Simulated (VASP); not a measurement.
Runs of VASP 6.6.1 on EuPt3. The structure is that of space group Fm-3m (No. 225), or close to it. The cells are those of the table. 

```tsv
cell	gap on the mesh (eV)	pressure (GPa)	moment (μB)
a = 4.649 Å, angles 60.0°, 4 atoms	none	(a)	6.54
a = 4.586 Å, angles 60.0°, 4 atoms	none	7.3	(b)
a = 4.679 Å, angles 60.0°, 4 atoms	none	-3.0	6.54
a = 4.617 Å, angles 60.0°, 4 atoms	none	3.4	6.54
```

Alike in all rows: task single point; level PBEsol; potentials or basis VASP PAW PBE potentials, release 64 (Eu, Pt); spin collinear, ferromagnetic start; k mesh 8 × 8 × 8; cutoff (eV) 520; smearing gaussian 0.05 eV.

Q: Estimate the missing entries.

A: (a) 0.0; (b) 6.53.

Caveats: the PAW data sets were made with another functional, which shifts forces and pressure a little; spin-orbit coupling is left out, which moves the levels of the heavy elements; semilocal functionals describe open f shells poorly, which spoils levels, moments and volumes; the cell stands under pressure (at least some runs); the cell stands under tension (at least some runs).

A k mesh can miss the band edges, and the runs leave out spin-orbit coupling on Eu, Pt.

A gap of «none» marks levels without a gap at the run's occupations.
